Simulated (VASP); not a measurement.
Runs of VASP 6.6.1 on C. The structure is that of space group P6_3/mmc (No. 194), or close to it. The cells are those of the table. 

```tsv
potentials or basis	cell	k mesh	cutoff (eV)	second run	gap on the mesh (eV)	pressure (GPa)	largest force (eV/Å)
VASP PAW PBE potentials, release 64 (C)	a = 2.600, b = 2.600, c = 4.329 Å, angles 90.0, 90.0, 120.0°, 4 atoms	12 × 12 × 7	520	-	(a)	-40.7	0.12
VASP PAW PBE potentials, release 64 (C)	a = 2.469, b = 2.469, c = 4.112 Å, angles 90.0, 90.0, 120.0°, 4 atoms	12 × 12 × 7	520	-	(b)	21.1	0.06
VASP PAW PBE potentials, release 64 (C_h)	a = 2.503, b = 2.503, c = 4.169 Å, angles 90.0, 90.0, 120.0°, 4 atoms	8 × 8 × 4	910	hard_potentials	3.97	-0.8	-
VASP PAW PBE potentials, release 64 (C)	a = 2.435, b = 2.435, c = 4.054 Å, angles 90.0, 90.0, 120.0°, 4 atoms	12 × 12 × 7	520	-	(d)	45.3	0.12
VASP PAW PBE potentials, release 64 (C)	a = 2.503, b = 2.503, c = 4.169 Å, angles 90.0, 90.0, 120.0°, 4 atoms	13 × 13 × 7	520	-	(c)	1.1	0.01
```

Alike in all rows: task single point; level r2SCAN; no spin polarisation; smearing fermi-dirac 0.05 eV.

Question: Fill in the values left out.

Answer: (a) 3.89; (b) 3.42; (c) 3.69; (d) 3.27.

Caveats: the PAW data sets were made with another functional, which shifts forces and pressure a little; the cutoff is under 1.25 times the usual one of these potentials, so pressure, stress and relaxed cells hold a basis-set (Pulay) error (some runs).

A k mesh can miss the band edges.
